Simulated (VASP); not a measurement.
**C: single point with PBE**

C, a slab with vacuum:

```
C
1.0
     7.39800    0.00000    0.00000
    -3.69900    6.40686    0.00000
     0.00000    0.00000   12.00000
C
19
Cartesian
  -0.0060 0.0016 1.0077
  1.2209 0.6836 0.9050
  -1.2335 2.1116 0.9238
  -0.0139 2.8161 0.9158
  -2.4460 4.2297 1.0046
  -1.2429 4.9514 0.9016
  2.4604 -0.0267 0.9166
  3.6798 0.6779 0.9257
  1.2256 2.1058 0.9044
  2.4523 2.7880 1.0073
  -0.0096 4.2447 0.9013
  1.1935 4.9667 1.0052
  4.9159 -0.0336 0.9745
  6.1622 0.6851 0.9754
  3.6821 2.1044 0.9761
  4.9285 2.8232 0.9735
  2.4050 4.2144 1.3192
  3.7404 4.9818 1.3197
  3.0728 4.5985 2.6325
```

```yaml
Program: VASP 6.6.1
Task: single point
Functional: PBE
Potentials_or_basis: VASP PAW PBE potentials, release 64 (C)
Cutoff: 520 eV
k_mesh: 2 × 2 × 1
Occupations: gaussian, width 0.05 eV
Spin: collinear spin
Starting_moments: "[0.0, 0.0, 0.0, 0.0, 0.0, 0.0, 0.0, 0.0, 0.0, 0.0, 0.0, 0.0, 0.0, 0.0, 0.0, 0.0, 0.0, 0.0, 0.13] μB"
```

* Largest force: 0.093 eV/Å
* Net moment: 0.50 μB per cell
* Site moments: C +0.01, -0.00, +0.00, -0.01, +0.17 (each value once) μB
* Valence electrons inside the program's atomic spheres: C 2.64, 2.65, 2.66, 2.28 (each value once)

Forces on the atoms (eV/Å):
```
C    0.003 -0.012 -0.001
C    0.003  0.018 -0.013
C    0.003 -0.004  0.003
C    0.000 -0.009 -0.003
C   -0.031 -0.007  0.001
C    0.012  0.013 -0.011
C   -0.003  0.005  0.002
C   -0.002  0.002 -0.006
C   -0.015 -0.012 -0.009
C    0.010  0.010  0.009
C   -0.003 -0.014 -0.003
C    0.026  0.007 -0.001
C    0.004  0.004  0.002
C   -0.002  0.002  0.002
C    0.005  0.002 -0.004
C   -0.004 -0.007  0.005
C   -0.015 -0.034 -0.030
C    0.015  0.038 -0.037
C   -0.004 -0.002  0.093
```

Levels at points of the mesh, in eV from the Fermi level:
Spin up:
| k point | band 36 | band 37 | band 38 | band 39 | band 40 | band 41 |
| --- | --- | --- | --- | --- | --- | --- |
| (0.00, 0.00, 0.00) | -2.19 | -0.18 | -0.05 | 0.17 | 0.37 | 1.78 |
| (0.50, 0.00, 0.00) | -2.27 | -1.54 | -0.16 | 0.18 | 1.26 | 2.32 |
| (0.00, 0.50, 0.00) | -2.25 | -1.46 | -0.76 | 0.00 | 1.97 | 2.43 |
| (0.50, 0.50, 0.00) | -2.25 | -1.46 | -0.75 | 0.00 | 1.97 | 2.43 |
Spin down:
```csv
k point,band 34,band 35,band 36,band 37,band 38,band 39,band 40,band 41,band 42,band 43
"(0.00, 0.00, 0.00)",-2.84,-2.13,-2.10,-0.13,0.18,0.21,1.12,1.82,3.89,4.01
"(0.50, 0.00, 0.00)",-2.44,-2.40,-2.25,-1.40,-0.12,1.02,1.31,2.34,2.68,3.31
"(0.00, 0.50, 0.00)",-2.47,-2.38,-2.23,-1.32,-0.70,0.77,2.02,2.54,2.75,2.91
"(0.50, 0.50, 0.00)",-2.47,-2.38,-2.23,-1.32,-0.69,0.77,2.02,2.54,2.75,2.91
```

Wall time 10 min on 1 thread of Intel(R) Xeon(R) Platinum 8488C (Sapphire Rapids) (shared host), peak memory 0.84 GiB.

Caveat: the k points lie up to 0.49 Å⁻¹ apart.
